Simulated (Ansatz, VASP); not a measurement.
**Si4B in VASP and in Ansatz**

Contents of INCAR:

```
SYSTEM = Si4B
PREC = Accurate
ENCUT = 600
EDIFF = 1E-7
ISMEAR = 0
SIGMA = 0.1
LREAL = .False.
LASPH = .True.
NELM = 80
ALGO = Normal
ISIF = 3
LWAVE = .False.
LCHARG = .False.
GGA = PE
IBRION = 2
NSW = 90
EDIFFG = -0.04
```

The input KPOINTS:

```
regular mesh
0
Gamma
  6 6 4
  0 0 0
```

Contents of POSCAR:

```
Si4B
1.0
    4.3393011200      0.0000000000      0.0000000000
   -2.1696505600      3.7579450100      0.0000000000
    0.0000000000      0.0000000000      5.0087537800
Si B
4 1
Direct
    0.5000000000      0.0000000000      0.0000000000
    0.0000000000      0.5000000000      0.0000000000
    0.5000000000      0.5000000000      0.0000000000
    0.0000000000      0.0000000000      0.0000000000
    0.0000000000      0.0000000000      0.5000000000
```

Input for Ansatz:

```yaml
crystal:
  lattice:
    - [4.33930112, 0.0, 0.0]
    - [-2.16965056, 3.75794501, 0.0]
    - [0.0, 0.0, 5.00875378]
  atoms:
    - { symbol: Si, position: [0.5, 0.0, 0.0] }
    - { symbol: Si, position: [0.0, 0.5, 0.0] }
    - { symbol: Si, position: [0.5, 0.5, 0.0] }
    - { symbol: Si, position: [0.0, 0.0, 0.0] }
    - { symbol: B, position: [0.0, 0.0, 0.5] }
basis:
  ecutwfc: 420
kpoints:
  mp_grid: { grid: [6, 6, 4] }
hamiltonian:
  xc: pbe
scf:
  occupations: { method: gaussian, width: 0.1 }
  lower_state_search: "off"
output:
  forces: true
  stress: true
  eigenvalues: true
relax:
  adjacent_minimum: "off"
  f_tol: 0.04
  max_steps: 70
  cell: { stress_tol: 0.4 }
```

Alike in both runs: task relaxation of cell and atoms; functional PBE; k mesh 6 × 6 × 4; occupations gaussian, width 0.1 eV; no spin polarisation.

```csv
,VASP,Ansatz
version,VASP 6.6.1,Ansatz 0.2.0
potentials or method,"VASP PAW PBE potentials, release 64 (Si, B), cutoff 600 eV","scalar-relativistic, plane waves, PAW"
valence electrons in the cell,19,19
```

VASP gave:

| Item | Value |
| --- | --- |
| gap on the k mesh at the Fermi level, each at its own relaxed structure (eV) | none |
| relaxed volume (Å³/atom) | 17.33 |
| relaxed cell length with the largest relative difference (Å) | 3.881 |

Task: Estimate Ansatz's values.

Result: gap on the k mesh at the Fermi level, each at its own relaxed structure (eV): none; relaxed volume (Å³/atom): 17.25; relaxed cell length with the largest relative difference (Å): 3.874.

A gap of «none» marks a metal or a gap that the smearing closes.
